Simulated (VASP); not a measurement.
# Si4Ge3 (R3) in VASP: single point with PBE

Aim: the single point of Si4Ge3 with PBE.

Everything below comes from runs of VASP 6.6.1. Logs are shortened: lines on timing, memory, paths and dates and some standing lists are left out, and cuts for length are marked.

### 1 The cell of the first run

It takes space group R3 (No. 146, trigonal). Conventional cell: a = 10.440 Å, b = 10.440 Å, c = 9.663 Å, α = 90.00°, β = 90.00°, γ = 120.00°. Within 3.1 Å of Si (site symmetry 1) lie 1 Si at 2.37 Å and 3 Ge at 2.42 to 2.43 Å. Within 3.2 Å of Si (site symmetry 1) lie 4 Ge at 2.42 Å. Si (site symmetry 3) has 4 Si at 2.37 Å within 3.1 Å. Within 3.1 Å of Si (site symmetry 3) lie 1 Si at 2.37 Å and 3 Ge at 2.43 Å. Ge (site symmetry 1) has 4 Si at 2.42 to 2.43 Å within 3.2 Å. Ge (site symmetry 1) has 4 Si at 2.42 to 2.43 Å within 3.2 Å.

### 2 Single point, PBE

File INCAR:

```
SYSTEM = Si4Ge3
PREC = Accurate ; ENCUT = 520
EDIFF = 1E-6 ; ISMEAR = 0
SIGMA = 0.02 ; LREAL = .False.
LASPH = .True. ; NELM = 80
ALGO = Normal ; ISIF = 2
LWAVE = .False. ; LCHARG = .False.
GGA = PE ; NBANDS = 71
```

File KPOINTS:

```
regular mesh
0
Gamma
  6 6 6
  0 0 0
```

File POSCAR:

```
Si4Ge3
1.0
    5.2199134306      3.0137184243      3.2211059492
   -5.2199134306      3.0137184243      3.2211059492
    0.0000000000     -6.0274368485      3.2211059492
Si Ge
8 6
Direct
    0.8399973817      0.9813780567      0.5596979008
    0.2678754994      0.6957670219      0.4097414773
    0.5596979008      0.8399973817      0.9813780567
    0.4097414773      0.2678754994      0.6957670219
    0.9813780567      0.5596979008      0.8399973817
    0.6957670219      0.4097414773      0.2678754994
    0.8751497728      0.8751497728      0.8751497728
    0.1207710553      0.1207710553      0.1207710553
    0.1589844924      0.0169280044      0.4455576677
    0.7328277331      0.3044703811      0.5908535554
    0.4455576677      0.1589844924      0.0169280044
    0.5908535554      0.7328277331      0.3044703811
    0.0169280044      0.4455576677      0.1589844924
    0.3044703811      0.5908535554      0.7328277331
```

Potentials or basis: VASP PAW PBE potentials, release 64 (Si, Ge_d).

Command:

```console
cat potpaw_PBE.64/Si/POTCAR potpaw_PBE.64/Ge_d/POTCAR > POTCAR
mpirun -np 1 vasp_std > vasp.out
```

OUTCAR:

```text
SYSTEM = Si4Ge3
   PREC = Accurate
   ENCUT = 520
   EDIFF = 1E-6
   ISMEAR = 0
   LREAL = .False.
   LASPH = .True.
   NELM = 80
   ISIF = 2
   GGA = PE

 ion  position               nearest neighbor table
   1  0.840  0.981  0.560-   7 2.37   9 2.42  12 2.43  10 2.43
   2  0.268  0.696  0.410-  14 2.42   9 2.42  12 2.42  13 2.42
   3  0.560  0.840  0.981-   7 2.37  11 2.42  14 2.43  12 2.43
   4  0.410  0.268  0.696-  10 2.42  11 2.42  14 2.42   9 2.42
   5  0.981  0.560  0.840-   7 2.37  13 2.42  10 2.43  14 2.43
   6  0.696  0.410  0.268-  12 2.42  13 2.42  10 2.42  11 2.42
   7  0.875  0.875  0.875-   8 2.37   1 2.37   3 2.37   5 2.37
   8  0.121  0.121  0.121-   7 2.37   9 2.43  11 2.43  13 2.43
   9  0.159  0.017  0.446-   2 2.42   4 2.42   1 2.42   8 2.43
  10  0.733  0.304  0.591-   4 2.42   6 2.42   5 2.43   1 2.43
  11  0.446  0.159  0.017-   4 2.42   6 2.42   3 2.42   8 2.43
  12  0.591  0.733  0.304-   6 2.42   2 2.42   1 2.43   3 2.43
  13  0.017  0.446  0.159-   6 2.42   2 2.42   5 2.42   8 2.43
  14  0.304  0.591  0.733-   2 2.42   4 2.42   3 2.43   5 2.43

  LATTYP: Found a trigonal (rhomboedric) cell.
 ALAT       =     6.8341435820
 COS(alpha) =    -0.1667784492

  Lattice vectors:

 A1 = (   5.2199134306,   3.0137184243,   3.2211059492)
 A2 = (  -5.2199134306,   3.0137184243,   3.2211059492)
 A3 = (   0.0000000000,  -6.0274368485,   3.2211059492)

Analysis of symmetry for initial positions (statically):
=====================================================================
 Subroutine PRICEL returns:
 Original cell was already a primitive cell.

 Routine SETGRP: Setting up the symmetry group for a
 trigonal (rhombohedral) supercell.

 Subroutine GETGRP returns: Found  3 space group operations
 (whereof  3 operations were pure point group operations)
 out of a pool of 12 trial point group operations.

The static configuration has the point symmetry C_3 .

Analysis of symmetry for dynamics (positions and initial velocities):
=====================================================================
 Subroutine PRICEL returns:
 Original cell was already a primitive cell.

 Routine SETGRP: Setting up the symmetry group for a
 trigonal (rhombohedral) supercell.

 Subroutine GETGRP returns: Found  3 space group operations
 (whereof  3 operations were pure point group operations)
 out of a pool of 12 trial point group operations.

The dynamic configuration has the point symmetry C_3 .

 Subroutine INISYM returns: Found  3 space group operations
 (whereof  3 operations are pure point group operations),
 and found     1 'primitive' translations
[... 136 lines left out ...]
   IALGO  =     38    algorithm
   IMIX   =      4    mixing-type and parameters
     AMIX     =   0.40;   BMIX     =  1.00
     AMIX_MAG =   1.60;   BMIX_MAG =  1.00
  volume/ion in A,a.u.               =      21.72       146.55
  Fermi-wavevector in a.u.,A,eV,Ry     =   1.187372  2.243807 19.182200  1.409852
  Thomas-Fermi vector in A             =   2.323525
   LORBIT       =      0    0 simple, 1 ext, 2 COOP (PROOUT), +10 PAW based schemes
   GGA     = PE    functional components
   LHFCALC =     F    Hartree Fock is set to
   AEXX    =    0.0000 exact exchange contribution
   IVDW    =     0    specifies the selected vdW correction
   LEPSILON=     F    determine dielectric tensor
   LRPA    =     F    only Hartree local field effects (RPA)
 non-spin polarized calculation
 Gauss-broadening in eV      SIGMA  =   0.02
  energy-cutoff  :      520.00
  volume of cell :      304.03
 maximum number of plane-waves:      8231
 NGX is ok and might be reduce to    54
   NGX = 25   NGY = 25   NGZ = 25

 number of electron     116.0000063 magnetization

 Free energy of the ion-electron system (eV)
  ---------------------------------------------------
  ext. energy  EPLUGINS =         0.00000000
  ---------------------------------------------------
  free energy    TOTEN  =       -70.20654524 eV

  energy without entropy =      -70.20654524  energy(sigma->0) =      -70.20654524

 E-fermi :   5.2739     XC(G=0):  -9.5366

 val. band max:        5.1775301911   @ k =   0.0000   0.0000   0.0000
 cond. band min:       5.8358815856   @ k =   0.5000   0.5000   0.0000
 fundamental gap:      0.6583513945
 Fermi energy:         5.2739263819

 k-point     1 :       0.0000    0.0000    0.0000
  band No.  band energies     occupation
      1     -19.1216      2.00000
      2     -19.1216      2.00000
      3     -19.1215      2.00000
      4     -19.1211      2.00000
      5     -19.1211      2.00000
      6     -19.1211      2.00000
[... 1741 lines left out ...]
     69       8.6879      0.00000
     70       8.7357      0.00000

 [... further k-points ...]

 [bands above 70 left out]

------------------------ aborting loop because EDIFF is reached ----------------------------------------

  FORCE on cell =-STRESS in cart. coord.  units (eV):
  Direction    XX          YY          ZZ          XY          YZ          ZX
  --------------------------------------------------------------------------------------
  -------------------------------------------------------------------------------------
  Total       -0.1980557     -0.1980557     -0.1910973      0.0000002     -0.0000000      0.0000000
  in kB       -1.0436998     -1.0436998     -1.0070312      0.0000009     -0.0000000      0.0000000
  external PRESSURE =      -1.0314770 kB  Pullay stress =       0.0000000 kB

 VOLUME and BASIS-vectors are now :
 -----------------------------------------------------------------------------
  energy-cutoff  :      520.00
  volume of cell :      304.03
      direct lattice vectors                 reciprocal lattice vectors
     5.219913431  3.013718424  3.221105949     0.095787029  0.055302667  0.103484126
    -5.219913431  3.013718424  3.221105949    -0.095787029  0.055302667  0.103484126
     0.000000000 -6.027436848  3.221105949     0.000000000 -0.110605334  0.103484126

 POSITION                                       TOTAL-FORCE (eV/Angst)
 -----------------------------------------------------------------------------------
     -0.73799      2.11557      7.66969        -0.000130      0.002127     -0.005494
     -2.23356      0.43446      4.42382         0.000162      0.000547     -0.004664
     -1.46314     -1.69691      7.66969        -0.001777     -0.001176     -0.005494
      0.74053     -2.15155      4.42382        -0.000554     -0.000133     -0.004664
      2.20113     -0.41866      7.66969         0.001907     -0.000951     -0.005494
      1.49303      1.71709      4.42382         0.000393     -0.000413     -0.004664
      0.00000      0.00000      8.45685         0.000000      0.000000      0.006554
      0.00000      0.00000      1.16705         0.000000     -0.000000     -0.005078
      0.74152     -2.15542      2.00182        -0.001029      0.000257      0.004197
      2.23599     -0.43521      5.24445        -0.001396     -0.000270      0.005468
      1.49589      1.71989      2.00182         0.000292     -0.001020      0.004197
     -0.74109      2.15403      5.24445         0.000931     -0.001074      0.005468
     -2.23741      0.43553      2.00182         0.000737      0.000762      0.004197
     -1.49490     -1.71882      5.24445         0.000464      0.001344      0.005468
 -----------------------------------------------------------------------------------
    total drift:                               -0.000001      0.000000      0.000411

  FREE ENERGIE OF THE ION-ELECTRON SYSTEM (eV)
  ---------------------------------------------------
  free  energy   TOTEN  =       -70.2065452411 eV

  energy  without entropy=      -70.2065452411  energy(sigma->0) =      -70.20654524
```

OSZICAR:

```text
N       E                     dE             d eps       ncg     rms          rms(c)
DAV:   1     0.137882847200E+04    0.13788E+04   -0.49966E+04  7465   0.328E+03
DAV:   2     0.211712346693E+03   -0.11671E+04   -0.11192E+04  5680   0.104E+03
DAV:   3    -0.476253298994E+02   -0.25934E+03   -0.24939E+03  6195   0.236E+02
DAV:   4    -0.702509540753E+02   -0.22626E+02   -0.22347E+02  6776   0.766E+01
DAV:   5    -0.710369781321E+02   -0.78602E+00   -0.78266E+00  6761   0.152E+01    0.107E+01
DAV:   6    -0.704742277138E+02    0.56275E+00   -0.58293E-01  6963   0.339E+00    0.634E+00
DAV:   7    -0.701938070002E+02    0.28042E+00   -0.60123E-01  6786   0.274E+00    0.430E-01
DAV:   8    -0.702026006679E+02   -0.87937E-02   -0.56269E-02  6985   0.167E+00    0.310E-01
DAV:   9    -0.702055725604E+02   -0.29719E-02   -0.61925E-03  6499   0.611E-01    0.152E-01
DAV:  10    -0.702061526362E+02   -0.58008E-03   -0.48521E-04  7440   0.242E-01    0.761E-02
DAV:  11    -0.702065312175E+02   -0.37858E-03   -0.63148E-04  6242   0.146E-01    0.100E-02
DAV:  12    -0.702065417008E+02   -0.10483E-04   -0.25367E-05  7081   0.789E-02    0.566E-03
DAV:  13    -0.702065449313E+02   -0.32305E-05   -0.65381E-06  6281   0.533E-02    0.245E-03
DAV:  14    -0.702065452411E+02   -0.30982E-06   -0.11474E-06  3680   0.263E-02
   1 F= -.70206545E+02 E0= -.70206545E+02  d E =-.477670E-14
```

It took 12 min on 1 thread of Oxide Virtual Turin-like, shared host; peak memory 0.73 GiB.

Results:

- Free energy: -70.2065 eV
- Pressure: -0.1 GPa
- Largest force: 0.007 eV/Å
- Band gap on the k mesh: 0.66 eV (least direct gap 1.47 eV)

Forces in eV/Å, atoms in the order of the input:
```
Si   0.000  0.002 -0.005
Si   0.000  0.001 -0.005
Si  -0.002 -0.001 -0.005
Si  -0.001  0.000 -0.005
Si   0.002 -0.001 -0.005
Si   0.000  0.000 -0.005
Si   0.000  0.000  0.007
Si   0.000  0.000 -0.005
Ge  -0.001  0.000  0.004
Ge  -0.001  0.000  0.005
Ge   0.000 -0.001  0.004
Ge   0.001 -0.001  0.005
Ge   0.001  0.001  0.004
Ge   0.000  0.001  0.005
```

A k mesh can miss the band edges.
